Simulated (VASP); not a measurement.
W, 2 atoms in the cell. The structure is hexagonal, space group P6_3/mmc (No. 194). The conventional cell has a = 2.778 Å, b = 2.778 Å, c = 4.968 Å, α = 90.00°, β = 90.00°, γ = 120.00°. Within 3.7 Å of W (site symmetry -6m2) lie 12 W at 2.78 to 2.96 Å. 

- Program: VASP 6.6.1
- Task: relaxation of cell and atoms
- Functional: PBE
- Potentials or basis: VASP PAW PBE potentials, release 64 (W_sv)
- Cutoff: 600 eV
- k mesh: 9 × 9 × 4
- Occupations: gaussian, width 0.1 eV
- Spin: no spin polarisation
- Dipole correction: no
- Further INCAR settings: ALGO = Normal; EDIFF = 1e-07; IBRION = 2; EDIFFG = -0.04; NSW = 90; ISIF = 3

Potentials or basis: VASP PAW PBE potentials, release 64 (W_sv).

Command:

```bash
$ cat potpaw_PBE.64/W_sv/POTCAR > POTCAR
$ mpirun -np 1 vasp_std > vasp.out
```

Hardware: 1 thread of AMD EPYC 7R13 Processor (Zen 3) (shared host).

Problem. How long does it take, and how much memory?

Solution. It took 50 s on 1 thread of AMD EPYC 7R13 Processor (Zen 3), on a shared host, peak memory 0.15 GiB. Counts: scf iterations 27, k points 36, ion steps 3.
